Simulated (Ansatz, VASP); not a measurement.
**One calculation of InSb, two programs**

Contents of INCAR:

```
SYSTEM = InSb
ALGO = Normal ; EDIFF = 1E-6
ENCUT = 500 ; GGA = PS
GGA_COMPAT = .False. ; ISIF = 2
ISMEAR = 0 ; LASPH = .True.
LCHARG = .False. ; LREAL = .False.
LWAVE = .False. ; NBANDS = 16
NELM = 120 ; PREC = Accurate
SIGMA = 0.15
```

File KPOINTS:

```
k-points
0
Gamma
  14 14 8
  0 0 0
```

File POSCAR:

```
InSb
1.0
    2.9147411475      0.0000000000      0.0000000000
    0.0000000000      3.0361886953      0.0000000000
    0.0000000000      0.0000000000      5.8525016686
In Sb
1 1
Direct
    0.0000000000      0.0000000000      0.0000000000
    0.0000000000      0.0000000000      0.5000000000
```

Input for Ansatz:

```yaml
crystal:
  lattice:
    - [2.9147411475, 0.0, 0.0]
    - [0.0, 3.0361886953, 0.0]
    - [0.0, 0.0, 5.8525016686]
  atoms:
    - { symbol: In, position: [0.0, 0.0, 0.0] }
    - { symbol: Sb, position: [0.0, 0.0, 0.5] }
basis:
  ecutwfc: 420
kpoints:
  mp_grid: { grid: [14, 14, 8] }
hamiltonian:
  xc: pbesol
  pseudopotentials: { kind: paw, azcp: { folder: soft_1 } }
scf:
  occupations: { method: gaussian, width: 0.15 }
output:
  forces: true
  stress: true
  eigenvalues: true
```

Change from the starting cell: normal strain along x -0.0400, normal strain along z -0.0400.

Alike in both runs: task single point; functional PBEsol; k mesh 14 × 14 × 8; occupations gaussian, width 0.15 eV; no spin polarisation.

|  | VASP | Ansatz |
| --- | --- | --- |
| version | VASP 6.6.1 | Ansatz 0.2.0 |
| potentials or method | VASP PAW PBE potentials, release 64 (In_d, Sb), cutoff 500 eV | scalar-relativistic, plane waves, PAW |
| valence electrons in the cell | 18 | 28 |

Ansatz gave:

| Item | Value |
| --- | --- |
| gap on the k mesh at the Fermi level (eV) | none |
| pressure (GPa) | 5.1 |
| traceless stress, the component that is largest in VASP (GPa) | -2.59 |

Q: Which values does VASP return?

A: gap on the k mesh at the Fermi level (eV): none; pressure (GPa): 5.2; traceless stress, the component that is largest in VASP (GPa): -2.58.

VASP's potentials were made for PBE, not for PBEsol, and Ansatz warns of the same on its side. A gap of «none» marks a metal or a gap that the smearing closes. VASP's potentials hold 18 valence electrons a cell and Ansatz's 28, so a difference there can come from the potentials and not from the codes.

Neither program's run includes spin-orbit coupling.
